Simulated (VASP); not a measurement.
# Hg5O3 (Im-3m) in VASP: notebook

Runs on Hg5O3. Level: PBE. Tasks: single point, relaxation of cell and atoms.

Everything below comes from runs of VASP 6.6.1. Logs are shortened: lines on timing, memory, paths and dates and some standing lists are left out, and cuts for length are marked.

## Step 1: The cell of the first run

Symmetry: Im-3m, No. 229, cubic system. The conventional cell has a = 6.457 Å, b = 6.457 Å, c = 6.457 Å, α = 90.00°, β = 90.00°, γ = 90.00°. Hg (site symmetry m-3m) has 8 Hg at 2.80 Å and 6 O at 3.23 Å within 3.7 Å. Hg (site symmetry -3m) has 8 Hg at 2.80 to 3.23 Å and 6 O at 2.80 Å within 3.7 Å. Within 3.7 Å of O (site symmetry 4/mmm) lie 10 Hg at 2.80 to 3.23 Å and 4 O at 3.23 Å.

## Step 2: Single point, PBE

Contents of INCAR:

```
ALGO = Normal ; EDIFF = 1E-6
ENCUT = 520 ; GGA = PE
ISIF = 2 ; ISMEAR = 0
LASPH = True ; LCHARG = True
LELF = True ; LREAL = False
LVHAR = True ; LWAVE = False
NBANDS = 49 ; NELM = 100
PREC = Accurate ; SIGMA = 0.1
```

Contents of KPOINTS:

```
k-points
0
Gamma
  8 8 8
```

Contents of POSCAR:

```
Hg5O3
1.0
   -3.2286129714      3.2286129714      3.2286129714
    3.2286129714     -3.2286129714      3.2286129714
    3.2286129714      3.2286129714     -3.2286129714
Hg O
5 3
Direct
    0.0000000000      0.0000000000      0.0000000000
    0.0000000000      0.0000000000      0.5000000000
    0.0000000000      0.5000000000      0.0000000000
    0.5000000000      0.0000000000      0.0000000000
    0.5000000000      0.5000000000      0.5000000000
    0.0000000000      0.5000000000      0.5000000000
    0.5000000000      0.5000000000      0.0000000000
    0.5000000000      0.0000000000      0.5000000000
```

Potentials or basis: VASP PAW PBE potentials, release 64 (Hg, O).

Started as:

```console
> cat potpaw_PBE.64/Hg/POTCAR potpaw_PBE.64/O/POTCAR > POTCAR
> mpirun -np 1 vasp_std > vasp.out
```

OUTCAR:

```text
EDIFF = 1E-6
   ENCUT = 520
   GGA = PE
   ISIF = 2
   ISMEAR = 0
   LASPH = True
   LREAL = False
   NELM = 100
   PREC = Accurate

 ion  position               nearest neighbor table
   1  0.000  0.000  0.000-   2 2.80   3 2.80   4 2.80   5 2.80   2 2.80   3 2.80   4 2.80   5 2.80

   2  0.000  0.000  0.500-   1 2.80   6 2.80   7 2.80   8 2.80   1 2.80   6 2.80   8 2.80   7 2.80
                             4 3.23   3 3.23   5 3.23   4 3.23   5 3.23   3 3.23
   3  0.000  0.500  0.000-   1 2.80   6 2.80   7 2.80   8 2.80   6 2.80   1 2.80   7 2.80   8 2.80
                             4 3.23   2 3.23   5 3.23   5 3.23   4 3.23   2 3.23
   4  0.500  0.000  0.000-   1 2.80   6 2.80   7 2.80   8 2.80   8 2.80   7 2.80   1 2.80   6 2.80
                             3 3.23   5 3.23   5 3.23   2 3.23   3 3.23   2 3.23
   5  0.500  0.500  0.500-   1 2.80   6 2.80   7 2.80   8 2.80   7 2.80   8 2.80   6 2.80   1 2.80
                             3 3.23   4 3.23   4 3.23   3 3.23   2 3.23   2 3.23
   6  0.000  0.500  0.500-   2 2.80   3 2.80   4 2.80   5 2.80   3 2.80   2 2.80   5 2.80   4 2.80

   7  0.500  0.500  0.000-   2 2.80   3 2.80   4 2.80   5 2.80   5 2.80   4 2.80   3 2.80   2 2.80

   8  0.500  0.000  0.500-   2 2.80   3 2.80   4 2.80   5 2.80   4 2.80   5 2.80   2 2.80   3 2.80

  LATTYP: Found a body centered cubic cell.
 ALAT       =     6.4572259428

  Lattice vectors:

 A1 = (  -3.2286129714,   3.2286129714,   3.2286129714)
 A2 = (   3.2286129714,  -3.2286129714,   3.2286129714)
 A3 = (   3.2286129714,   3.2286129714,  -3.2286129714)

Analysis of symmetry for initial positions (statically):
=====================================================================
 Subroutine PRICEL returns:
 Original cell was already a primitive cell.

 Routine SETGRP: Setting up the symmetry group for a
 body centered cubic supercell.

 Subroutine GETGRP returns: Found 48 space group operations
 (whereof 48 operations were pure point group operations)
 out of a pool of 48 trial point group operations.

The static configuration has the point symmetry O_h .

Analysis of symmetry for dynamics (positions and initial velocities):
=====================================================================
 Subroutine PRICEL returns:
 Original cell was already a primitive cell.

 Routine SETGRP: Setting up the symmetry group for a
 body centered cubic supercell.

 Subroutine GETGRP returns: Found 48 space group operations
 (whereof 48 operations were pure point group operations)
 out of a pool of 48 trial point group operations.

The dynamic configuration has the point symmetry O_h .

 Subroutine INISYM returns: Found 48 space group operations
 (whereof 48 operations are pure point group operations),
 and found     1 'primitive' translations

----------------------------------------------------------------------------------------

                                     Primitive cell

  volume of cell :     134.6195

  direct lattice vectors                    reciprocal lattice vectors
    -3.228612971  3.228612971  3.228612971     0.000000000  0.154865264  0.154865264
     3.228612971 -3.228612971  3.228612971     0.154865264  0.000000000  0.154865264
     3.228612971  3.228612971 -3.228612971     0.154865264  0.154865264  0.000000000

  length of vectors
     5.592121704  5.592121704  5.592121704     0.219012557  0.219012557  0.219012557

  position of ions in fractional coordinates (direct lattice)
     0.000000000  0.000000000  0.000000000
     0.000000000  0.000000000  0.500000000
     0.000000000  0.500000000  0.000000000
     0.500000000  0.000000000  0.000000000
     0.500000000  0.500000000  0.500000000
     0.000000000  0.500000000  0.500000000
     0.500000000  0.500000000  0.000000000
     0.500000000  0.000000000  0.500000000

  ion indices of the primitive-cell ions
   primitive index   ion index
                 1           1
                 2           2
                 3           3
                 4           4
                 5           5
                 6           6
                 7           7
                 8           8

----------------------------------------------------------------------------------------

 KPOINTS: k-points

Automatic generation of k-mesh.
 Grid dimensions read from file:
 generate k-points for:    8    8    8

 Generating k-lattice:

  Cartesian coordinates                     Fractional coordinates (reciprocal lattice)
     0.000000000  0.019358158  0.019358158     0.125000000  0.000000000  0.000000000
     0.019358158  0.000000000  0.019358158     0.000000000  0.125000000  0.000000000
     0.019358158  0.019358158  0.000000000     0.000000000  0.000000000  0.125000000

  Length of vectors
     0.027376570  0.027376570  0.027376570

  Shift w.r.t. Gamma in fractional coordinates (k-lattice)
     0.000000000  0.000000000  0.000000000

 Subroutine IBZKPT returns following result:
 ===========================================

[... 34 lines left out ...]
   EDIFFG = 0.1E-04   stopping-criterion for IOM
   NSW    =      0    number of steps for IOM
   IBRION =     -1    ionic relax: 0-MD 1-quasi-New 2-CG
   NFREE  =      0    steps in history (QN), initial steepest desc. (CG)
   ISIF   =      2    stress and relaxation
   ISYM   =      2    0-nonsym 1-usesym 2-fastsym
   POTIM  = 0.5000    time-step for ionic-motion
   TEBEG  =    0.0;   TEEND  =   0.0 temperature during run
   PSTRESS=    0.0 pullay stress
   NELECT =      78.0000    total number of electrons
   NUPDOWN=      -1.0000    fix difference up-down
   EMIN   =  10.00;   EMAX   =-10.00  energy-range for DOS
   EFERMI =   0.00;   METHOD = LEGACY
   ISMEAR =     0;   SIGMA  =   0.10  broadening in eV -4-tet -1-fermi 0-gaus
   EFERMI_NEDOS =   21; number of points for ismear=-14 and -15
   IALGO  =     38    algorithm
   IMIX   =      4    mixing-type and parameters
     AMIX     =   0.40;   BMIX     =  1.00
     AMIX_MAG =   1.60;   BMIX_MAG =  1.00
  volume/ion in A,a.u.               =      16.83       113.56
  Fermi-wavevector in a.u.,A,eV,Ry     =   1.364804  2.579106 25.343446  1.862691
  Thomas-Fermi vector in A             =   2.491088
   LORBIT       =      0    0 simple, 1 ext, 2 COOP (PROOUT), +10 PAW based schemes
   GGA     = PE    functional components
   LHFCALC =     F    Hartree Fock is set to
   AEXX    =    0.0000 exact exchange contribution
   IVDW    =     0    specifies the selected vdW correction
   LEPSILON=     F    determine dielectric tensor
   LRPA    =     F    only Hartree local field effects (RPA)
 non-spin polarized calculation
 Gauss-broadening in eV      SIGMA  =   0.10
  energy-cutoff  :      520.00
  volume of cell :      134.62
 maximum number of plane-waves:      3649
 NGX is ok and might be reduce to    42
   NGX = 21   NGY = 21   NGZ = 21

 number of electron      78.0000027 magnetization

 Free energy of the ion-electron system (eV)
  ---------------------------------------------------
  ext. energy  EPLUGINS =         0.00000000
  ---------------------------------------------------
  free energy    TOTEN  =       -12.23976935 eV

  energy without entropy =      -12.20701445  energy(sigma->0) =      -12.22339190

 E-fermi :   2.5333     XC(G=0): -11.2831

 val. band max:        2.5166376950   @ k =   0.1250   0.0000   0.0000
 cond. band min:       2.5657597910   @ k =   0.0000   0.0000   0.0000
 fundamental gap:      0.0491220960
 Fermi energy:         2.5333109828

 k-point     1 :       0.0000    0.0000    0.0000
  band No.  band energies     occupation
      1     -14.0842      2.00000
      2     -13.6540      2.00000
      3     -13.6540      2.00000
      4      -6.6905      2.00000
      5      -6.4570      2.00000
      6      -6.4570      2.00000
[... 41 lines left out ...]
     48       8.4939      0.00000
     49      13.0643      0.00000

 k-point     2 :       0.1250    0.0000    0.0000
  band No.  band energies     occupation
      1     -14.0606      2.00000
      2     -13.6605      2.00000
      3     -13.6499      2.00000
      4      -6.6307      2.00000
      5      -6.4371      2.00000
      6      -6.3995      2.00000
[... 1136 lines left out ...]
 k-point    24 :      -0.3750    0.3750    0.2500
  band No.  band energies     occupation
      1     -13.8709      2.00000
      2     -13.7571      2.00000
      3     -13.5673      2.00000
      4      -6.1529      2.00000
      5      -6.0254      2.00000
      6      -5.6760      2.00000
[... 41 lines left out ...]
     48       9.7209      0.00000
     49      10.5692      0.00000

 [... further k-points ...]

------------------------ aborting loop because EDIFF is reached ----------------------------------------

  FORCE on cell =-STRESS in cart. coord.  units (eV):
  Direction    XX          YY          ZZ          XY          YZ          ZX
  --------------------------------------------------------------------------------------
  -------------------------------------------------------------------------------------
  Total        0.5891546      0.5891546      0.5891546      0.0000000     -0.0000000      0.0000000
  in kB        7.0118389      7.0118389      7.0118389      0.0000000     -0.0000000      0.0000000
  external PRESSURE =       7.0118389 kB  Pullay stress =       0.0000000 kB

 VOLUME and BASIS-vectors are now :
 -----------------------------------------------------------------------------
  energy-cutoff  :      520.00
  volume of cell :      134.62
      direct lattice vectors                 reciprocal lattice vectors
    -3.228612971  3.228612971  3.228612971     0.000000000  0.154865264  0.154865264
     3.228612971 -3.228612971  3.228612971     0.154865264  0.000000000  0.154865264
     3.228612971  3.228612971 -3.228612971     0.154865264  0.154865264  0.000000000

 POSITION                                       TOTAL-FORCE (eV/Angst)
 -----------------------------------------------------------------------------------
      0.00000      0.00000      0.00000        -0.000000      0.000000      0.000000
      1.61431      1.61431     -1.61431         0.000000      0.000000     -0.000000
      1.61431     -1.61431      1.61431         0.000000      0.000000     -0.000000
     -1.61431      1.61431      1.61431        -0.000000     -0.000000      0.000000
      1.61431      1.61431      1.61431        -0.000000     -0.000000      0.000000
      3.22861      0.00000      0.00000         0.000000      0.000000      0.000000
      0.00000      0.00000      3.22861        -0.000000      0.000000      0.000000
      0.00000      3.22861      0.00000         0.000000      0.000000     -0.000000
 -----------------------------------------------------------------------------------
    total drift:                               -0.000000     -0.000000      0.000000

  FREE ENERGIE OF THE ION-ELECTRON SYSTEM (eV)
  ---------------------------------------------------
  free  energy   TOTEN  =       -12.2397693515 eV

  energy  without entropy=      -12.2070144466  energy(sigma->0) =      -12.22339190
```

It took 1.7 min on 1 thread of AMD EPYC 9R45 (Zen 5), shared host; peak memory 0.3 GiB.

Results:

```yaml
Free_energy: -12.2398 eV
Pressure: 0.7 GPa
Band_gap_on_the_k_mesh: zero (band 39 reaches 3.57 eV, above the bottom of band 40 at 2.29 eV)
```

Caveat: spin-orbit coupling is left out, which moves the levels of the heavy elements.

## Step 3: Relaxation of cell and atoms, PBE

This run uses another cell than the first one, of 16.89 Å³/atom, 1.004 times its volume.

Contents of INCAR:

```
ALGO = Normal ; EDIFF = 1E-7
EDIFFG = -0.01 ; ENCUT = 600
GGA = PE ; IBRION = 2
ISIF = 3 ; ISMEAR = 0
LASPH = T ; LCHARG = F
LREAL = F ; LWAVE = F
NELM = 100 ; NSW = 100
PREC = Accurate ; SIGMA = 0.1
```

KPOINTS is that of step 2.

Changes to POSCAR since step 2:

```diff
@@ -2,5 +2,5 @@
 1.0
-   -3.2286129714      3.2286129714      3.2286129714
-    3.2286129714     -3.2286129714      3.2286129714
-    3.2286129714      3.2286129714     -3.2286129714
+   -3.2324147724      3.2324147724      3.2324147724
+    3.2324147724     -3.2324147724      3.2324147724
+    3.2324147724      3.2324147724     -3.2324147724
 Hg O
```

Potentials or basis: VASP PAW PBE potentials, release 64 (Hg, O).

Started as:

```console
> cat potpaw_PBE.64/Hg/POTCAR potpaw_PBE.64/O/POTCAR > POTCAR
> mpirun -np 1 vasp_std > vasp.out
```

It took 5.3 min on 1 thread of AMD EPYC 9R45 (Zen 5), shared host; peak memory 0.41 GiB.

It converged, with:

- Free energy: -12.2455 eV
- Relaxed volume: 16.97 Å³/atom
- Relaxed cell: a = 5.608 Å, b = 5.608 Å, c = 5.608 Å, α = 109.47°, β = 109.47°, γ = 109.47°
- Space group after relaxing (to 0.05 Å): Im-3m (No. 229)
- Energy gained by relaxing: 0.1 meV/atom
- Ionic steps: 3
- Pressure after relaxing: 0.0 GPa
- Band gap on the k mesh: zero (band 39 reaches 3.47 eV, above the bottom of band 40 at 2.21 eV)

Step by step:
```csv
step,energy change (eV),largest force (eV/Å),pressure (GPa),volume (Å³)
1,0.0000,0.0000,0.41,135.10
2,-0.0008,0.0000,-0.10,135.94
3,-0.0009,0.0000,0.00,135.78
```

Final structure:
```
CELL_PARAMETERS angstrom
-3.23786 3.23786 3.23786
3.23786 -3.23786 3.23786
3.23786 3.23786 -3.23786
ATOMIC_POSITIONS crystal
Hg 0.00000 0.00000 0.00000
Hg 0.00000 0.00000 0.50000
Hg 0.00000 0.50000 0.00000
Hg 0.50000 0.00000 0.00000
Hg 0.50000 0.50000 0.50000
O 0.00000 0.50000 0.50000
O 0.50000 0.50000 0.00000
O 0.50000 0.00000 0.50000
```

Levels at points of the mesh, in eV from the Fermi level:
| k point | band 35 | band 36 | band 37 | band 38 | band 39 | band 40 | band 41 | band 42 | band 43 | band 44 |
| --- | --- | --- | --- | --- | --- | --- | --- | --- | --- | --- |
| (0.00, 0.00, 0.00) | -3.07 | -1.07 | -1.07 | -1.07 | 0.01 | 0.01 | 0.01 | 1.86 | 1.86 | 1.86 |
| (0.50, 0.00, 0.00) | -2.03 | -0.90 | -0.75 | -0.70 | -0.13 | 0.07 | 0.71 | 1.27 | 2.05 | 5.64 |
| (0.50, 0.50, 0.50) | -1.02 | -0.52 | -0.52 | -0.52 | 1.02 | 1.02 | 1.02 | 2.29 | 2.67 | 2.67 |

Caveat: spin-orbit coupling is left out, which moves the levels of the heavy elements.

## Step 4: Single point, PBE

This run uses another cell than the first one, of 16.89 Å³/atom, 1.004 times its volume.

Contents of INCAR:

```
SYSTEM = Hg5O3
  PREC = Accurate
  ENCUT = 520
  EDIFF = 1E-6
  ISMEAR = 0
  SIGMA = 0.1
  LREAL = .False.
  LASPH = .True.
  NELM = 100
  ALGO = Normal
  ISIF = 2
  LWAVE = .False.
  LCHARG = .False.
  GGA = PE
  NBANDS = 49
```

Contents of KPOINTS:

```
regular mesh
0
Gamma
  4 4 4
  0 0 0
```

POSCAR is that of step 3.

Started as:

```console
> cat potpaw_PBE.64/Hg/POTCAR potpaw_PBE.64/O/POTCAR > POTCAR
> mpirun -np 1 vasp_std > vasp.out
```

Run time: 39 s. Hardware: 1 thread of AMD EPYC 9R45 (Zen 5), shared host; peak memory 0.23 GiB.

It converged, with:

```
Free energy            : -12.2581 eV
Pressure               : 0.6 GPa
Band gap on the k mesh : zero (band 39 reaches 3.51 eV, above the bottom of band 40 at 2.25 eV)
```

Levels at points of the mesh, in eV from the Fermi level:
| k point | band 37 | band 38 | band 39 | band 40 | band 41 | band 42 |
| --- | --- | --- | --- | --- | --- | --- |
| (0.00, 0.00, 0.00) | -1.11 | -1.11 | 0.02 | 0.02 | 0.02 | 1.84 |
| (0.50, 0.00, 0.00) | -0.79 | -0.72 | -0.15 | 0.05 | 0.69 | 1.27 |
| (0.50, 0.50, 0.50) | -0.56 | -0.56 | 1.01 | 1.01 | 1.01 | 2.32 |

Caveat: spin-orbit coupling is left out, which moves the levels of the heavy elements.

## Step 5: Relaxation of cell and atoms, PBE

This run uses another cell than the first one, of 19.62 Å³/atom, 1.166 times its volume.

Contents of INCAR:

```
SYSTEM = Hg5O3
  PREC = Accurate
  ENCUT = 600
  EDIFF = 1E-7
  ISMEAR = 0
  SIGMA = 0.1
  LREAL = .FALSE.
  LASPH = .TRUE.
  NELM = 100
  ALGO = Normal
  ISIF = 3
  LWAVE = .FALSE.
  LCHARG = .FALSE.
  GGA = PE
  IBRION = 2
  NSW = 90
  EDIFFG = -0.04
```

Contents of KPOINTS:

```
regular mesh
0
G
  4 4 4
  0 0 0
```

Changes to POSCAR since step 4:

```diff
@@ -2,5 +2,5 @@
 1.0
-   -3.2324147724      3.2324147724      3.2324147724
-    3.2324147724     -3.2324147724      3.2324147724
-    3.2324147724      3.2324147724     -3.2324147724
+   -3.3980707200      3.3980707200      3.3980707200
+    3.3980707200     -3.3980707200      3.3980707200
+    3.3980707200      3.3980707200     -3.3980707200
 Hg O
```

Started as:

```console
> cat potpaw_PBE.64/Hg/POTCAR potpaw_PBE.64/O/POTCAR > POTCAR
> mpirun -np 1 vasp_std > vasp.out
```

Run time: 2.5 min. Hardware: 1 thread of AMD EPYC 9R45 (Zen 5), shared host; peak memory 0.33 GiB.

The run converged. Its results:

- Free energy: -12.2808 eV
- Relaxed volume: 17.01 Å³/atom
- Relaxed cell: a = 5.612 Å, b = 5.612 Å, c = 5.612 Å, α = 109.47°, β = 109.47°, γ = 109.47°
- Space group after relaxing (to 0.05 Å): Im-3m (No. 229)
- Energy gained by relaxing: 72.7 meV/atom
- Ionic steps: 3
- Pressure after relaxing: 0.0 GPa
- Band gap on the k mesh: zero (band 39 reaches 3.43 eV, above the bottom of band 40 at 2.18 eV)

Step by step:
```csv
step,energy change (eV),largest force (eV/Å),pressure (GPa),volume (Å³)
1,0.0000,0.0000,-7.57,156.95
2,-0.5806,0.0000,-0.45,136.82
3,-0.5817,0.0000,-0.01,136.07
```

Final structure:
```
Hg O
1.0
    -3.24014    3.24014    3.24014
     3.24014   -3.24014    3.24014
     3.24014    3.24014   -3.24014
Hg O
5 3
Direct
  0.00000 0.00000 0.00000
  0.00000 0.00000 0.50000
  0.00000 0.50000 0.00000
  0.50000 0.00000 0.00000
  0.50000 0.50000 0.50000
  0.00000 0.50000 0.50000
  0.50000 0.50000 0.00000
  0.50000 0.00000 0.50000
```

Levels at points of the mesh, in eV from the Fermi level:
| k point | band 35 | band 36 | band 37 | band 38 | band 39 | band 40 | band 41 | band 42 | band 43 | band 44 |
| --- | --- | --- | --- | --- | --- | --- | --- | --- | --- | --- |
| (0.00, 0.00, 0.00) | -3.07 | -1.09 | -1.09 | -1.09 | 0.01 | 0.01 | 0.01 | 1.85 | 1.85 | 1.85 |
| (0.50, 0.00, 0.00) | -2.04 | -0.92 | -0.78 | -0.72 | -0.15 | 0.05 | 0.71 | 1.25 | 2.03 | 5.63 |
| (0.50, 0.50, 0.50) | -1.04 | -0.55 | -0.55 | -0.55 | 1.00 | 1.00 | 1.00 | 2.28 | 2.67 | 2.67 |

Caveat: spin-orbit coupling is left out, which moves the levels of the heavy elements.

## Step 6: Overview

| task | cell | k mesh | cutoff (eV) | gap on the mesh (eV) | pressure (GPa) | relaxed volume (Å³/atom) |
| --- | --- | --- | --- | --- | --- | --- |
| single point | a = 5.592 Å, angles 109.5°, 8 atoms | 8 × 8 × 8 | 520 | none | 0.7 | - |
| relaxation of cell and atoms | relaxed from a = 5.599 Å, angles 109.5°, 8 atoms | 8 × 8 × 8 | 600 | none | 0.0 | 16.97 |
| single point | a = 5.599 Å, angles 109.5°, 8 atoms | 4 × 4 × 4 | 520 | none | 0.6 | - |
| relaxation of cell and atoms | relaxed from a = 5.886 Å, angles 109.5°, 8 atoms | 4 × 4 × 4 | 600 | none | 0.0 | 17.01 |

Alike in all rows: level PBE; potentials or basis VASP PAW PBE potentials, release 64 (Hg, O); no spin polarisation; smearing gaussian 0.1 eV.

Caveats: spin-orbit coupling is left out, which moves the levels of the heavy elements.

Absolute energies hang on the potentials; compare differences alone.
